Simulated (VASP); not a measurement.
# Os (P6_3/mmc) in VASP: further runs

Os is run at these levels: r2SCAN, r2SCANh; tasks: single point.

All numbers are computed with VASP 6.6.1; they aren't measurements. Logs are shortened: lines on timing, memory, paths and dates and some standing lists are left out, and cuts for length are marked.

### Step 1. The cell of the first run

Symmetry: P6_3/mmc, No. 194, hexagonal system. The conventional cell has a = 2.739 Å, b = 2.739 Å, c = 4.314 Å, α = 90.00°, β = 90.00°, γ = 120.00°. Os (site symmetry -6m2) has 12 Os at 2.67 to 2.74 Å within 3.5 Å.

### Step 2. Single point, r2SCAN

Contents of POSCAR:

```
Os
1.0
    2.7393806551      0.0000000000      0.0000000000
   -1.3696903275      2.3723732379      0.0000000000
    0.0000000000      0.0000000000      4.3138178725
Os
2
Direct
    0.3333333333      0.6666666667      0.2500000000
    0.6666666667      0.3333333333      0.7500000000
```

Contents of INCAR.step1:

```
SYSTEM = Os
PREC = Accurate
ENCUT = 520
ISMEAR = -1
SIGMA = 0.03
LREAL = .False.
LASPH = .True.
NELM = 60
NBANDS = 15
GGA = PE
ALGO = Normal
EDIFF = 1E-4
LWAVE = .True.
LCHARG = .False.
```

Contents of INCAR.step2:

```
SYSTEM = Os
PREC = Accurate
ENCUT = 520
EDIFF = 1E-6
ISMEAR = -1
SIGMA = 0.03
LREAL = .False.
LASPH = .True.
NELM = 60
ALGO = Normal
ISIF = 2
LWAVE = .False.
LCHARG = .False.
METAGGA = R2SCAN
LMIXTAU = .True.
NBANDS = 15
ISTART = 1
```

Contents of KPOINTS:

```
Automatic mesh
0
Gamma
  13 13 7
  0 0 0
```

Potentials or basis: VASP PAW PBE potentials, release 64 (Os).

The run is started by

```console
$ cat potpaw_PBE.64/Os/POTCAR > POTCAR
$ cp INCAR.step1 INCAR
$ mpirun -np 1 vasp_std > vasp.out
$ cp INCAR.step2 INCAR
$ mpirun -np 1 vasp_std > vasp.out
```

OUTCAR:

```text
SYSTEM = Os
   PREC = Accurate
   ENCUT = 520
   EDIFF = 1E-6
   ISMEAR = -1
   LREAL = .False.
   LASPH = .True.
   NELM = 60
   ISIF = 2
   METAGGA = R2SCAN
   ISTART = 1

 ion  position               nearest neighbor table
   1  0.333  0.667  0.250-   2 2.67   2 2.67   2 2.67   2 2.67   2 2.67   2 2.67
   2  0.667  0.333  0.750-   1 2.67   1 2.67   1 2.67   1 2.67   1 2.67   1 2.67

  LATTYP: Found a hexagonal cell.
 ALAT       =     2.7393806551
 C/A-ratio  =     1.5747420368

  Lattice vectors:

 A1 = (   2.7393806551,   0.0000000000,   0.0000000000)
 A2 = (  -1.3696903275,   2.3723732379,   0.0000000000)
 A3 = (   0.0000000000,   0.0000000000,   4.3138178725)

Analysis of symmetry for initial positions (statically):
=====================================================================
 Subroutine PRICEL returns:
 Original cell was already a primitive cell.

 Routine SETGRP: Setting up the symmetry group for a
 hexagonal supercell.

 Subroutine GETGRP returns: Found 24 space group operations
 (whereof 12 operations were pure point group operations)
 out of a pool of 24 trial point group operations.

The static configuration has the point symmetry D_3d.
 The point group associated with its full space group is D_6h.

Analysis of symmetry for dynamics (positions and initial velocities):
=====================================================================
 Subroutine PRICEL returns:
 Original cell was already a primitive cell.

 Routine SETGRP: Setting up the symmetry group for a
 hexagonal supercell.

 Subroutine GETGRP returns: Found 24 space group operations
 (whereof 12 operations were pure point group operations)
 out of a pool of 24 trial point group operations.

The dynamic configuration has the point symmetry D_3d.
 The point group associated with its full space group is D_6h.

 Subroutine INISYM returns: Found 24 space group operations
 (whereof 12 operations are pure point group operations),
 and found     1 'primitive' translations

----------------------------------------------------------------------------------------

                                     Primitive cell

  volume of cell :      28.0348

  direct lattice vectors                    reciprocal lattice vectors
     2.739380655  0.000000000  0.000000000     0.365046018  0.210759417  0.000000000
    -1.369690328  2.372373238  0.000000000     0.000000000  0.421518834  0.000000000
     0.000000000  0.000000000  4.313817872     0.000000000  0.000000000  0.231813217

  length of vectors
     2.739380655  2.739380655  4.313817872     0.421518834  0.421518834  0.231813217

  position of ions in fractional coordinates (direct lattice)
     0.333333333  0.666666667  0.250000000
     0.666666667  0.333333333  0.750000000

  ion indices of the primitive-cell ions
   primitive index   ion index
                 1           1
                 2           2

----------------------------------------------------------------------------------------

 KPOINTS: Automatic mesh

Automatic generation of k-mesh.
 Grid dimensions read from file:
 generate k-points for:   13   13    7

 Generating k-lattice:

  Cartesian coordinates                     Fractional coordinates (reciprocal lattice)
     0.028080463  0.016212263  0.000000000     0.076923077 -0.000000000  0.000000000
     0.000000000  0.032424526  0.000000000     0.000000000  0.076923077  0.000000000
     0.000000000  0.000000000  0.033116174     0.000000000  0.000000000  0.142857143

  Length of vectors
     0.032424526  0.032424526  0.033116174

  Shift w.r.t. Gamma in fractional coordinates (k-lattice)
     0.000000000  0.000000000  0.000000000

 Subroutine IBZKPT returns following result:
 ===========================================

 Found     84 irreducible k-points:

 Following reciprocal coordinates:
            Coordinates               Weight
  0.000000  0.000000  0.000000      1.000000
  0.076923 -0.000000  0.000000      6.000000
  0.153846  0.000000  0.000000      6.000000
  0.230769  0.000000  0.000000      6.000000
  0.307692  0.000000  0.000000      6.000000
  0.384615 -0.000000  0.000000      6.000000
[... 16 lines left out ...]
  0.076923 -0.000000  0.142857     12.000000
  0.153846  0.000000  0.142857     12.000000
 [... further k-points ...]
   k-points           NKPTS =     84   k-points in BZ     NKDIM =     84   number of bands    NBANDS=     15
   number of dos      NEDOS =    301   number of ions     NIONS =      2
   total plane-waves  NPLWV =  12800
   dimension x,y,z NGX =    20 NGY =   20 NGZ =   32
   dimension x,y,z NGXF=    40 NGYF=   40 NGZF=   64
   ions per type =               2
   NGX,Y,Z   is equivalent  to a cutoff of  12.14, 12.14, 12.33 a.u.
   NGXF,Y,Z  is equivalent  to a cutoff of  24.27, 24.27, 24.66 a.u.
 SYSTEM =  Os
   PREC   = accura    normal or accurate (medium, high low for compatibility)
   ISTART =      1    job   : 0-new  1-cont  2-samecut
   ICHARG =      0    charge: 1-file 2-atom 10-const
   ISPIN  =      1    spin polarized calculation?
   LNONCOLLINEAR =      F non collinear calculations
   LSORBIT =      F    spin-orbit coupling
   LASPH  =      T    aspherical Exc in radial PAW
   ENCUT  =  520.0 eV  38.22 Ry    6.18 a.u.   5.09  5.09  8.02*2*pi/ulx,y,z
   NELM   =     60;   NELMIN=  2; NELMDL=  0     # of ELM steps
   EDIFF  = 0.1E-05   stopping-criterion for ELM
   LREAL  =      F    real-space projection
   EDIFFG = 0.1E-04   stopping-criterion for IOM
   NSW    =      0    number of steps for IOM
   IBRION =     -1    ionic relax: 0-MD 1-quasi-New 2-CG
   NFREE  =      0    steps in history (QN), initial steepest desc. (CG)
   ISIF   =      2    stress and relaxation
   ISYM   =      2    0-nonsym 1-usesym 2-fastsym
   POTIM  = 0.5000    time-step for ionic-motion
   TEBEG  =    0.0;   TEEND  =   0.0 temperature during run
   PSTRESS=    0.0 pullay stress
   NELECT =      16.0000    total number of electrons
   NUPDOWN=      -1.0000    fix difference up-down
   EMIN   =  10.00;   EMAX   =-10.00  energy-range for DOS
   EFERMI =   0.00;   METHOD = LEGACY
   ISMEAR =    -1;   SIGMA  =   0.03  broadening in eV -4-tet -1-fermi 0-gaus
   EFERMI_NEDOS =   21; number of points for ismear=-14 and -15
   IALGO  =     38    algorithm
   IMIX   =      4    mixing-type and parameters
     AMIX     =   0.40;   BMIX     =  1.00
     AMIX_MAG =   1.60;   BMIX_MAG =  1.00
  volume/ion in A,a.u.               =      14.02        94.59
  Fermi-wavevector in a.u.,A,eV,Ry     =   1.357946  2.566145 25.089370  1.844017
  Thomas-Fermi vector in A             =   2.484821
   LORBIT       =      0    0 simple, 1 ext, 2 COOP (PROOUT), +10 PAW based schemes
   METAGGA = R2SCAN    functional components
   LHFCALC =     F    Hartree Fock is set to
   AEXX    =    0.0000 exact exchange contribution
   IVDW    =     0    specifies the selected vdW correction
   LEPSILON=     F    determine dielectric tensor
   LRPA    =     F    only Hartree local field effects (RPA)
 non-spin polarized calculation
  energy-cutoff  :      520.00
  volume of cell :       28.03
 maximum number of plane-waves:       769
   NGX = 11   NGY = 11   NGZ = 17

 number of electron      15.9999999 magnetization

 Free energy of the ion-electron system (eV)
  ---------------------------------------------------
  ext. energy  EPLUGINS =         0.00000000
  ---------------------------------------------------
  free energy    TOTEN  =      -106.01021869 eV

  energy without entropy =     -106.00709346  energy(sigma->0) =     -106.00865607

 E-fermi :   9.2996     XC(G=0): -15.3749

 val. band max:        9.2852776546   @ k =   0.3077   0.3077   0.2857
 cond. band min:       9.3902452838   @ k =   0.4615   0.0769   0.4286
 fundamental gap:      0.1049676292
 Fermi energy:         9.2996457699

 k-point     1 :       0.0000    0.0000    0.0000
  band No.  band energies     occupation
      1      -2.1831      2.00000
      2       1.1190      2.00000
      3       6.0632      2.00000
      4       6.0632      2.00000
      5       6.3768      2.00000
      6       6.9379      2.00000
      7       6.9379      2.00000
      8       7.5679      2.00000
      9       7.5679      2.00000
     10       9.2809      1.30220
     11      10.9786      0.00000
     12      10.9786      0.00000
     13      18.8199      0.00000
     14      23.9961      0.00000
     15      26.8567      0.00000

 k-point     2 :       0.0769   -0.0000    0.0000
  band No.  band energies     occupation
      1      -1.9340      2.00000
      2       1.3378      2.00000
      3       5.6031      2.00000
      4       6.2817      2.00000
      5       6.7360      2.00000
      6       6.8294      2.00000
      7       7.1413      2.00000
      8       7.2446      2.00000
      9       7.3948      2.00000
     10       8.3285      2.00000
     11      11.0982      0.00000
     12      12.3241      0.00000
     13      18.7991      0.00000
     14      24.5012      0.00000
     15      27.1732      0.00000

 k-point     3 :       0.1538    0.0000    0.0000
  band No.  band energies     occupation
      1      -1.2272      2.00000
      2       1.9002      2.00000
      3       4.9877      2.00000
      4       6.0728      2.00000
      5       6.4080      2.00000
      6       6.9204      2.00000
      7       6.9758      2.00000
      8       7.4044      2.00000
      9       7.6698      2.00000
     10       7.7321      2.00000
     11      11.3663      0.00000
     12      14.3900      0.00000
     13      18.6808      0.00000
     14      25.6238      0.00000
     15      27.7304      0.00000

 k-point     4 :       0.2308    0.0000    0.0000
  band No.  band energies     occupation
      1      -0.2016      2.00000
      2       2.4109      2.00000
      3       4.6552      2.00000
      4       4.7603      2.00000
      5       6.1160      2.00000
      6       6.4821      2.00000
      7       7.2776      2.00000
      8       7.9239      2.00000
      9       8.2467      2.00000
     10       8.6490      2.00000
     11      11.6417      0.00000
     12      16.5448      0.00000
     13      18.4298      0.00000
     14      24.6077      0.00000
     15      26.6369      0.00000
[... 307 lines left out ...]
 k-point    22 :       0.0000    0.0000    0.1429
  band No.  band energies     occupation
      1      -1.9181      2.00000
      2       1.1530      2.00000
      3       5.9052      2.00000
      4       5.9052      2.00000
      5       6.2224      2.00000
      6       6.7657      2.00000
      7       6.7657      2.00000
      8       7.9628      2.00000
      9       7.9628      2.00000
     10       8.4560      2.00000
     11      11.0052      0.00000
     12      11.0052      0.00000
     13      19.9970      0.00000
     14      23.5243      0.00000
     15      27.1271      0.00000

 k-point    23 :       0.0769   -0.0000    0.1429
  band No.  band energies     occupation
      1      -1.6742      2.00000
      2       1.3792      2.00000
      3       5.5685      2.00000
      4       6.0861      2.00000
      5       6.3481      2.00000
      6       6.4603      2.00000
      7       6.9527      2.00000
      8       7.7118      2.00000
      9       7.8489      2.00000
     10       8.0965      2.00000
     11      11.1023      0.00000
     12      11.9202      0.00000
     13      20.0036      0.00000
     14      24.0268      0.00000
     15      27.4258      0.00000

 k-point    24 :       0.1538    0.0000    0.1429
  band No.  band energies     occupation
      1      -0.9878      2.00000
      2       1.9666      2.00000
      3       5.0217      2.00000
      4       5.5489      2.00000
      5       6.2502      2.00000
      6       6.4906      2.00000
      7       7.2385      2.00000
      8       7.4147      2.00000
      9       7.7982      2.00000
     10       8.1348      2.00000
     11      11.3160      0.00000
     12      13.5358      0.00000
     13      19.9871      0.00000
     14      25.2485      0.00000
     15      27.4445      0.00000

 [... further k-points ...]

------------------------ aborting loop because EDIFF is reached ----------------------------------------

  FORCE on cell =-STRESS in cart. coord.  units (eV):
  Direction    XX          YY          ZZ          XY          YZ          ZX
  --------------------------------------------------------------------------------------
  -------------------------------------------------------------------------------------
  Total        0.1391272      0.1391272      0.1389700      0.0000000      0.0000000      0.0000000
  in kB        7.9510678      7.9510678      7.9420845      0.0000000      0.0000000      0.0000000
  external PRESSURE =       7.9480733 kB  Pullay stress =       0.0000000 kB

 VOLUME and BASIS-vectors are now :
 -----------------------------------------------------------------------------
  energy-cutoff  :      520.00
  volume of cell :       28.03
      direct lattice vectors                 reciprocal lattice vectors
     2.739380655  0.000000000  0.000000000     0.365046018  0.210759417  0.000000000
    -1.369690328  2.372373238  0.000000000     0.000000000  0.421518834  0.000000000
     0.000000000  0.000000000  4.313817872     0.000000000  0.000000000  0.231813217

 POSITION                                       TOTAL-FORCE (eV/Angst)
 -----------------------------------------------------------------------------------
     -0.00000      1.58158      1.07845         0.000000      0.000000      0.000000
      1.36969      0.79079      3.23536        -0.000000      0.000000      0.000000
 -----------------------------------------------------------------------------------
    total drift:                                0.000000     -0.000000     -0.000000

  FREE ENERGIE OF THE ION-ELECTRON SYSTEM (eV)
  ---------------------------------------------------
  free  energy   TOTEN  =      -106.0102186925 eV

  energy  without entropy=     -106.0070934569  energy(sigma->0) =     -106.00865607
```

Wall time 1.7 min (1 thread of Intel Xeon 8259CL, shared host); peak memory 0.16 GiB.

Results:

```
Free energy            : -106.0102 eV
Pressure               : 0.8 GPa
Band gap on the k mesh : zero (bands 8 and 9 overlap by 3.97 eV)
```

Levels at points of the mesh, in eV from the Fermi level:
```
           k point  band 4  band 5  band 6  band 7  band 8  band 9  band 10  band 11  band 12  band 13
(0.00, 0.00, 0.00)   -3.24   -2.92   -2.36   -2.36   -1.73   -1.73    -0.02     1.68     1.68     9.52
```

Caveat: the PAW data sets were made with another functional, which shifts forces and pressure a little; spin-orbit coupling is left out, which moves the levels of the heavy elements.

[end of part 1 of 3]
